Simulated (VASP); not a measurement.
A run of VASP 6.6.1 is set up as follows.

The input INCAR:

```
  PREC = Accurate
  ENCUT = 520
  EDIFF = 1E-6
  ISMEAR = -1
  SIGMA = 0.05
  LREAL = False
  LASPH = True
  NELM = 80
  ALGO = Normal
  ISIF = 2
  LWAVE = False
  LCHARG = False
  GGA = PS
  NBANDS = 20
```

The input KPOINTS:

```
Automatic mesh
0
Gamma
  10 10 8
```

Contents of POSCAR:

```
Ga
1.0
    1.4304030031     -4.0100608329      0.0000000000
    1.4304030031      4.0100608329      0.0000000000
    0.0000000000      0.0000000000      3.1271569103
Ga
2
Direct
    0.1330000000      0.8670000000      0.7500000000
    0.8670000000      0.1330000000      0.2500000000
```

Potentials or basis: VASP PAW PBE potentials, release 64 (Ga_d).

Launch:

```bash
$ cat potpaw_PBE.64/Ga_d/POTCAR > POTCAR
$ mpirun -np 1 vasp_std > vasp.out
```

Estimate the pressure.

0.1 GPa.

Estimate the largest force.

0.226 eV/Å.

Estimate the band gap on the k mesh.

zero (band 13 reaches 11.15 eV, above the bottom of band 14 at 1.44 eV).

Stress tensor (GPa, compression positive):
```
-2.02  0.00  0.00
 0.00  0.77  0.00
 0.00  0.00  1.69
```

Caveat: the PAW data sets were made with another functional, which shifts forces and pressure a little.
